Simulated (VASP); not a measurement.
# AlN (Fm-3m) in VASP: a series of runs

Aim: see how the results for AlN move with the level of theory and the settings. Levels: PBE, r2SCAN. Tasks: single point.

Everything below comes from runs of VASP 6.6.1. Logs are shortened: lines on timing, memory, paths and dates and some standing lists are left out, and cuts for length are marked.

## 1. The cell of the first run

The structure is cubic, space group Fm-3m (No. 225). The conventional cell has a = 4.111 Å, b = 4.111 Å, c = 4.111 Å, α = 90.00°, β = 90.00°, γ = 90.00°. Al (site symmetry m-3m) has 6 N at 2.06 Å within 2.7 Å. Within 2.7 Å of N (site symmetry m-3m) lie 6 Al at 2.06 Å.

## 2. Single point, PBE (volume changed by +3%)

INCAR reads:

```
SYSTEM = AlN
PREC = Accurate
ENCUT = 520
EDIFF = 1E-6
ISMEAR = 0
SIGMA = 0.01
LREAL = .FALSE.
LASPH = .TRUE.
NELM = 60
ALGO = Normal
ISIF = 2
LWAVE = .FALSE.
LCHARG = .TRUE.
GGA = PE
LELF = .TRUE.
LVHAR = .TRUE.
NBANDS = 11
```

KPOINTS reads:

```
Automatic mesh
0
G
  8 8 8
  0 0 0
```

POSCAR reads:

```
AlN
1.0
    0.0000000000      2.0554039591      2.0554039591
    2.0554039591      0.0000000000      2.0554039591
    2.0554039591      2.0554039591      0.0000000000
Al N
1 1
Direct
    0.0000000000      0.0000000000      0.0000000000
    0.5000000000      0.5000000000      0.5000000000
```

Potentials or basis: VASP PAW PBE potentials, release 64 (Al, N).

Launch:

```sh
cat potpaw_PBE.64/Al/POTCAR potpaw_PBE.64/N/POTCAR > POTCAR
mpirun -np 1 vasp_std > vasp.out
```

OUTCAR:

```text
SYSTEM = AlN
   PREC = Accurate
   ENCUT = 520
   EDIFF = 1E-6
   ISMEAR = 0
   LREAL = .FALSE.
   LASPH = .TRUE.
   NELM = 60
   ISIF = 2
   GGA = PE

 ion  position               nearest neighbor table
   1  0.000  0.000  0.000-   2 2.06   2 2.06   2 2.06   2 2.06   2 2.06   2 2.06
   2  0.500  0.500  0.500-   1 2.06   1 2.06   1 2.06   1 2.06   1 2.06   1 2.06

  LATTYP: Found a face centered cubic cell.
 ALAT       =     4.1108079182

  Lattice vectors:

 A1 = (   0.0000000000,   2.0554039591,   2.0554039591)
 A2 = (   2.0554039591,   0.0000000000,   2.0554039591)
 A3 = (   2.0554039591,   2.0554039591,   0.0000000000)

Analysis of symmetry for initial positions (statically):
=====================================================================
 Subroutine PRICEL returns:
 Original cell was already a primitive cell.

 Routine SETGRP: Setting up the symmetry group for a
 face centered cubic supercell.

 Subroutine GETGRP returns: Found 48 space group operations
 (whereof 48 operations were pure point group operations)
 out of a pool of 48 trial point group operations.

The static configuration has the point symmetry O_h .

Analysis of symmetry for dynamics (positions and initial velocities):
=====================================================================
 Subroutine PRICEL returns:
 Original cell was already a primitive cell.

 Routine SETGRP: Setting up the symmetry group for a
 face centered cubic supercell.

 Subroutine GETGRP returns: Found 48 space group operations
 (whereof 48 operations were pure point group operations)
 out of a pool of 48 trial point group operations.

The dynamic configuration has the point symmetry O_h .

 Subroutine INISYM returns: Found 48 space group operations
 (whereof 48 operations are pure point group operations),
 and found     1 'primitive' translations

----------------------------------------------------------------------------------------

                                     Primitive cell

  volume of cell :      17.3669

  direct lattice vectors                    reciprocal lattice vectors
     0.000000000  2.055403959  2.055403959    -0.243261184  0.243261184  0.243261184
     2.055403959  0.000000000  2.055403959     0.243261184 -0.243261184  0.243261184
     2.055403959  2.055403959  0.000000000     0.243261184  0.243261184 -0.243261184

  length of vectors
     2.906780155  2.906780155  2.906780155     0.421340730  0.421340730  0.421340730

  position of ions in fractional coordinates (direct lattice)
     0.000000000  0.000000000  0.000000000
     0.500000000  0.500000000  0.500000000

  ion indices of the primitive-cell ions
   primitive index   ion index
                 1           1
                 2           2

----------------------------------------------------------------------------------------

 KPOINTS: Automatic mesh

Automatic generation of k-mesh.
 Grid dimensions read from file:
 generate k-points for:    8    8    8

 Generating k-lattice:

  Cartesian coordinates                     Fractional coordinates (reciprocal lattice)
    -0.030407648  0.030407648  0.030407648     0.125000000  0.000000000  0.000000000
     0.030407648 -0.030407648  0.030407648     0.000000000  0.125000000  0.000000000
     0.030407648  0.030407648 -0.030407648     0.000000000  0.000000000  0.125000000

  Length of vectors
     0.052667591  0.052667591  0.052667591

  Shift w.r.t. Gamma in fractional coordinates (k-lattice)
     0.000000000  0.000000000  0.000000000

 Subroutine IBZKPT returns following result:
 ===========================================

 Found     29 irreducible k-points:

 Following reciprocal coordinates:
            Coordinates               Weight
  0.000000  0.000000  0.000000      1.000000
  0.125000  0.000000  0.000000      8.000000
  0.250000  0.000000  0.000000      8.000000
  0.375000  0.000000  0.000000      8.000000
  0.500000  0.000000  0.000000      4.000000
  0.125000  0.125000  0.000000      6.000000
[... 16 lines left out ...]
  0.500000  0.250000  0.125000     48.000000
 -0.375000  0.250000  0.125000     24.000000
 [... further k-points ...]
   k-points           NKPTS =     29   k-points in BZ     NKDIM =     29   number of bands    NBANDS=     11
   number of dos      NEDOS =    301   number of ions     NIONS =      2
   total plane-waves  NPLWV =  13824
   dimension x,y,z NGX =    24 NGY =   24 NGZ =   24
   dimension x,y,z NGXF=    48 NGYF=   48 NGZF=   48
   ions per type =               1   1
   NGX,Y,Z   is equivalent  to a cutoff of  13.73, 13.73, 13.73 a.u.
   NGXF,Y,Z  is equivalent  to a cutoff of  27.45, 27.45, 27.45 a.u.
 SYSTEM =  AlN
   PREC   = accura    normal or accurate (medium, high low for compatibility)
   ISTART =      0    job   : 0-new  1-cont  2-samecut
   ICHARG =      2    charge: 1-file 2-atom 10-const
   ISPIN  =      1    spin polarized calculation?
   LNONCOLLINEAR =      F non collinear calculations
   LSORBIT =      F    spin-orbit coupling
   LASPH  =      T    aspherical Exc in radial PAW
   ENCUT  =  520.0 eV  38.22 Ry    6.18 a.u.   5.40  5.40  5.40*2*pi/ulx,y,z
   NELM   =     60;   NELMIN=  2; NELMDL= -5     # of ELM steps
   EDIFF  = 0.1E-05   stopping-criterion for ELM
   LREAL  =      F    real-space projection
   EDIFFG = 0.1E-04   stopping-criterion for IOM
   NSW    =      0    number of steps for IOM
   IBRION =     -1    ionic relax: 0-MD 1-quasi-New 2-CG
   NFREE  =      0    steps in history (QN), initial steepest desc. (CG)
   ISIF   =      2    stress and relaxation
   ISYM   =      2    0-nonsym 1-usesym 2-fastsym
   POTIM  = 0.5000    time-step for ionic-motion
   TEBEG  =    0.0;   TEEND  =   0.0 temperature during run
   PSTRESS=    0.0 pullay stress
   NELECT =       8.0000    total number of electrons
   NUPDOWN=      -1.0000    fix difference up-down
   EMIN   =  10.00;   EMAX   =-10.00  energy-range for DOS
   EFERMI =   0.00;   METHOD = LEGACY
   ISMEAR =     0;   SIGMA  =   0.01  broadening in eV -4-tet -1-fermi 0-gaus
   EFERMI_NEDOS =   21; number of points for ismear=-14 and -15
   IALGO  =     38    algorithm
   IMIX   =      4    mixing-type and parameters
     AMIX     =   0.40;   BMIX     =  1.00
     AMIX_MAG =   1.60;   BMIX_MAG =  1.00
  volume/ion in A,a.u.               =       8.68        58.60
  Fermi-wavevector in a.u.,A,eV,Ry     =   1.264341  2.389259 21.749713  1.598559
  Thomas-Fermi vector in A             =   2.397651
   LORBIT       =      0    0 simple, 1 ext, 2 COOP (PROOUT), +10 PAW based schemes
   GGA     = PE    functional components
   LHFCALC =     F    Hartree Fock is set to
   AEXX    =    0.0000 exact exchange contribution
   IVDW    =     0    specifies the selected vdW correction
   LEPSILON=     F    determine dielectric tensor
   LRPA    =     F    only Hartree local field effects (RPA)
 non-spin polarized calculation
 Gauss-broadening in eV      SIGMA  =   0.01
  energy-cutoff  :      520.00
  volume of cell :       17.37
 maximum number of plane-waves:       489
 NGX is ok and might be reduce to    24
   NGX = 11   NGY = 11   NGZ = 11

 number of electron       8.0000001 magnetization

 Free energy of the ion-electron system (eV)
  ---------------------------------------------------
  ext. energy  EPLUGINS =         0.00000000
  ---------------------------------------------------
  free energy    TOTEN  =       -14.53371406 eV

  energy without entropy =      -14.53371406  energy(sigma->0) =      -14.53371406

 E-fermi :   9.3992     XC(G=0): -12.0548

 val. band max:        9.3324886563   @ k =   0.0000   0.0000   0.0000
 cond. band min:      13.4688496291   @ k =   0.5000   0.5000   0.0000
 fundamental gap:      4.1363609728
 Fermi energy:         9.3992184433

 k-point     1 :       0.0000    0.0000    0.0000
  band No.  band energies     occupation
      1      -7.7778      2.00000
      2       9.3325      2.00000
      3       9.3325      2.00000
      4       9.3325      2.00000
      5      14.3116      0.00000
      6      21.3371      0.00000
      7      21.3371      0.00000
      8      21.3371      0.00000
      9      26.3458      0.00000
     10      26.7574      0.00000
     11      26.7574      0.00000

 k-point     2 :       0.1250    0.0000    0.0000
  band No.  band energies     occupation
      1      -7.4740      2.00000
      2       7.8437      2.00000
      3       9.1631      2.00000
      4       9.1631      2.00000
      5      15.2261      0.00000
      6      20.1530      0.00000
      7      21.7080      0.00000
      8      21.7080      0.00000
      9      24.7134      0.00000
     10      24.7134      0.00000
     11      26.7596      0.00000

 k-point     3 :       0.2500    0.0000    0.0000
  band No.  band energies     occupation
      1      -6.6111      2.00000
      2       5.0988      2.00000
      3       8.7943      2.00000
      4       8.7943      2.00000
      5      15.7633      0.00000
      6      20.0481      0.00000
      7      21.2909      0.00000
      8      21.2909      0.00000
      9      25.1270      0.00000
     10      25.1270      0.00000
     11      25.7854      0.00000

 k-point     4 :       0.3750    0.0000    0.0000
  band No.  band energies     occupation
      1      -5.4214      2.00000
      2       2.5374      2.00000
      3       8.4693      2.00000
      4       8.4693      2.00000
      5      15.3614      0.00000
      6      20.3075      0.00000
      7      20.3075      0.00000
      8      21.3065      0.00000
      9      25.0536      0.00000
     10      27.6496      0.00000
     11      27.6496      0.00000

 k-point     5 :       0.5000    0.0000    0.0000
  band No.  band energies     occupation
      1      -4.7126      2.00000
      2       1.3398      2.00000
      3       8.3449      2.00000
      4       8.3449      2.00000
      5      15.1560      0.00000
      6      19.9336      0.00000
      7      19.9336      0.00000
      8      21.8868      0.00000
      9      24.9075      0.00000
     10      29.4508      0.00000
     11      29.4508      0.00000
[... 211 lines left out ...]
 k-point    21 :       0.5000    0.5000    0.0000
  band No.  band energies     occupation
      1      -3.8001      2.00000
      2       2.2799      2.00000
      3       6.6613      2.00000
      4       6.6613      2.00000
      5      13.4688      0.00000
      6      14.7127      0.00000
      7      22.7828      0.00000
      8      25.8099      0.00000
      9      25.8099      0.00000
     10      31.9517      0.00000
     11      34.3559      0.00000

 k-point    22 :       0.3750    0.2500    0.1250
  band No.  band energies     occupation
      1      -5.9022      2.00000
      2       4.7261      2.00000
      3       6.9123      2.00000
      4       8.2301      2.00000
      5      17.3834      0.00000
      6      18.0455      0.00000
      7      19.1545      0.00000
      8      22.6596      0.00000
      9      24.1016      0.00000
     10      28.4271      0.00000
     11      30.1038      0.00000

 k-point    23 :       0.5000    0.2500    0.1250
  band No.  band energies     occupation
      1      -4.8417      2.00000
      2       3.0932      2.00000
      3       6.0265      2.00000
      4       7.7190      2.00000
      5      17.2891      0.00000
      6      18.0753      0.00000
      7      19.7758      0.00000
      8      22.0637      0.00000
      9      25.7516      0.00000
     10      28.8645      0.00000
     11      30.6155      0.00000

 k-point    24 :      -0.3750    0.2500    0.1250
  band No.  band energies     occupation
      1      -4.2462      2.00000
      2       2.1989      2.00000
      3       5.8098      2.00000
      4       7.4612      2.00000
      5      17.4197      0.00000
      6      17.4584      0.00000
      7      21.1630      0.00000
      8      21.6160      0.00000
      9      26.9417      0.00000
     10      27.7100      0.00000
     11      31.1703      0.00000

 [... further k-points ...]

------------------------ aborting loop because EDIFF is reached ----------------------------------------

  FORCE on cell =-STRESS in cart. coord.  units (eV):
  Direction    XX          YY          ZZ          XY          YZ          ZX
  --------------------------------------------------------------------------------------
  -------------------------------------------------------------------------------------
  Total       -0.7865270     -0.7865270     -0.7865270     -0.0000000      0.0000000      0.0000000
  in kB      -72.5609022    -72.5609022    -72.5609022     -0.0000000      0.0000000      0.0000000
  external PRESSURE =     -72.5609022 kB  Pullay stress =       0.0000000 kB

 VOLUME and BASIS-vectors are now :
 -----------------------------------------------------------------------------
  energy-cutoff  :      520.00
  volume of cell :       17.37
      direct lattice vectors                 reciprocal lattice vectors
     0.000000000  2.055403959  2.055403959    -0.243261184  0.243261184  0.243261184
     2.055403959  0.000000000  2.055403959     0.243261184 -0.243261184  0.243261184
     2.055403959  2.055403959  0.000000000     0.243261184  0.243261184 -0.243261184

 POSITION                                       TOTAL-FORCE (eV/Angst)
 -----------------------------------------------------------------------------------
      0.00000      0.00000      0.00000        -0.000000      0.000000      0.000000
      2.05540      2.05540      2.05540         0.000000     -0.000000      0.000000
 -----------------------------------------------------------------------------------
    total drift:                               -0.000000     -0.000000      0.000000

  FREE ENERGIE OF THE ION-ELECTRON SYSTEM (eV)
  ---------------------------------------------------
  free  energy   TOTEN  =       -14.5337140612 eV

  energy  without entropy=      -14.5337140612  energy(sigma->0) =      -14.53371406
```

Wall time 4.6 s (1 thread of Intel Xeon Platinum 8488C (Sapphire Rapids), shared host); peak memory 0.13 GiB.

Results:

| Quantity | Value |
| --- | --- |
| Free energy | -14.5337 eV |
| Pressure | -7.3 GPa |
| Band gap on the k mesh | 4.14 eV, indirect (least direct gap 4.98 eV) |

Caveat: the cell differs from its parent crystal (volume changed by +3%).

## 3. Single point, PBE (volume changed by +6%)

INCAR reads:

```
PREC = Accurate
ENCUT = 520
EDIFF = 1E-6
ISMEAR = 0
SIGMA = 0.01
LREAL = F
LASPH = T
NELM = 60
ALGO = Normal
ISIF = 2
LWAVE = F
LCHARG = F
GGA = PE
NBANDS = 11
```

KPOINTS reads:

```
Automatic mesh
0
Gamma
  8 8 8
```

POSCAR reads:

```
AlN
1.0
    0.0000000000      2.0751686712      2.0751686712
    2.0751686712      0.0000000000      2.0751686712
    2.0751686712      2.0751686712      0.0000000000
Al N
1 1
Direct
    0.0000000000      0.0000000000      0.0000000000
    0.5000000000      0.5000000000      0.5000000000
```

Potentials or basis: VASP PAW PBE potentials, release 64 (Al, N).

Launch:

```sh
cat potpaw_PBE.64/Al/POTCAR potpaw_PBE.64/N/POTCAR > POTCAR
mpirun -np 1 vasp_std > vasp.out
```

Run time: 5.5 s. Hardware: 1 thread of Intel Xeon Platinum 8488C (Sapphire Rapids), shared host; peak memory 0.13 GiB.

It converged, with:

```
Free energy            : -14.5014 eV
Pressure               : -13.3 GPa
Band gap on the k mesh : 3.87 eV, indirect (least direct gap 4.59 eV)
```

Levels at points of the mesh, in eV from the valence-band top:
| k point | band 2 | band 3 | band 4 | band 5 | band 6 | band 7 |
| --- | --- | --- | --- | --- | --- | --- |
| (0.00, 0.00, 0.00) | 0.00 | 0.00 | 0.00 | 4.59 | 11.91 | 11.91 |
| (0.50, 0.00, 0.00) | -7.82 | -0.94 | -0.94 | 5.65 | 10.38 | 10.38 |
| (0.50, 0.50, 0.00) | -6.87 | -2.60 | -2.60 | 3.87 | 5.42 | 13.11 |

Caveat: the cell differs from its parent crystal (volume changed by +6%). A k mesh can miss the band edges.

## 4. Single point, PBE

This run uses another cell than the first one, of 8.23 Å³/atom, 0.948 times its volume.

INCAR reads:

```
SYSTEM = AlN
ALGO = Normal
EDIFF = 1E-6
ENCUT = 520
GGA = PE
ISIF = 2
ISMEAR = 0
LASPH = .True.
LCHARG = .False.
LREAL = .False.
LWAVE = .False.
NBANDS = 11
NELM = 100
PREC = Accurate
SIGMA = 0.01
```

KPOINTS reads:

```
k-points
0
Gamma
  10 10 10
  0 0 0
```

POSCAR reads:

```
AlN
1.0
    0.0000000000      2.0188684697      2.0188684697
    2.0188684697      0.0000000000      2.0188684697
    2.0188684697      2.0188684697      0.0000000000
Al N
1 1
Direct
    0.0000000000      0.0000000000      0.0000000000
    0.5000000000      0.5000000000      0.5000000000
```

Launch:

```sh
cat potpaw_PBE.64/Al/POTCAR potpaw_PBE.64/N/POTCAR > POTCAR
mpirun -np 1 vasp_std > vasp.out
```

Wall time 8.4 s (1 thread of Intel Xeon Platinum 8488C (Sapphire Rapids), shared host); peak memory 0.13 GiB.

The run converged. Its results:

- Free energy: -14.5384 eV
- Pressure: 6.1 GPa
- Band gap on the k mesh: 4.65 eV, indirect (least direct gap 5.74 eV)

Levels at points of the mesh, in eV from the valence-band top:
```tsv
k point	band 1	band 2	band 3	band 4	band 5	band 6	band 7	band 8	band 9
(0.00, 0.00, 0.00)	-17.59	0.00	0.00	0.00	5.74	12.18	12.18	12.18	17.33
(0.50, 0.00, 0.00)	-14.31	-8.33	-1.08	-1.08	6.16	11.03	11.03	13.36	16.14
(0.50, 0.50, 0.00)	-13.33	-7.41	-2.81	-2.81	4.65	5.30	14.10	17.31	17.31
```

## 5. Single point, r2SCAN (volume changed by -6%)

POSCAR reads:

```
AlN
1.0
    0.0000000000      1.9776555082      1.9776555082
    1.9776555082      0.0000000000      1.9776555082
    1.9776555082      1.9776555082      0.0000000000
Al N
1 1
Direct
    0.0000000000      0.0000000000      0.0000000000
    0.5000000000      0.5000000000      0.5000000000
```

INCAR.step1 reads:

```
SYSTEM = AlN
PREC = Accurate ; ENCUT = 520
ISMEAR = 0 ; SIGMA = 0.01
LREAL = .False. ; LASPH = .True.
NELM = 60 ; NBANDS = 11
GGA = PE ; ALGO = Normal
EDIFF = 1E-4 ; LWAVE = .True.
LCHARG = .False.
```

INCAR.step2 reads:

```
SYSTEM = AlN
PREC = Accurate ; ENCUT = 520
EDIFF = 1E-6 ; ISMEAR = 0
SIGMA = 0.01 ; LREAL = .False.
LASPH = .True. ; NELM = 60
ALGO = Normal ; ISIF = 2
LWAVE = .False. ; LCHARG = .True.
METAGGA = R2SCAN ; LMIXTAU = .True.
LELF = .True. ; LVHAR = .True.
NBANDS = 11 ; ISTART = 1
```

KPOINTS reads:

```
regular mesh
0
Gamma
  10 10 10
  0 0 0
```

Launch:

```sh
cat potpaw_PBE.64/Al/POTCAR potpaw_PBE.64/N/POTCAR > POTCAR
cp INCAR.step1 INCAR
mpirun -np 1 vasp_std > vasp.out
cp INCAR.step2 INCAR
mpirun -np 1 vasp_std > vasp.out
```

Wall time 28 s (1 thread of Intel Xeon Platinum 8488C (Sapphire Rapids), shared host); peak memory 0.14 GiB.

The run converged. Its results:

* Free energy: -18.8442 eV
* Pressure: 18.4 GPa
* Band gap on the k mesh: 5.86 eV, indirect (least direct gap 7.54 eV)

Levels at points of the mesh, in eV from the valence-band top:
| k point | band 1 | band 2 | band 3 | band 4 | band 5 | band 6 | band 7 | band 8 |
| --- | --- | --- | --- | --- | --- | --- | --- | --- |
| (0.00, 0.00, 0.00) | -19.03 | 0.00 | 0.00 | 0.00 | 7.54 | 13.13 | 13.13 | 13.13 |
| (0.50, 0.00, 0.00) | -15.51 | -8.89 | -1.29 | -1.29 | 7.35 | 12.47 | 12.47 | 15.67 |
| (0.50, 0.50, 0.00) | -14.45 | -8.01 | -3.07 | -3.07 | 5.86 | 6.17 | 16.24 | 19.82 |

Caveat: the cell differs from its parent crystal (volume changed by -6%); the PAW data sets were made with another functional, which shifts forces and pressure a little.

(Part 1 of 2 ends here.)
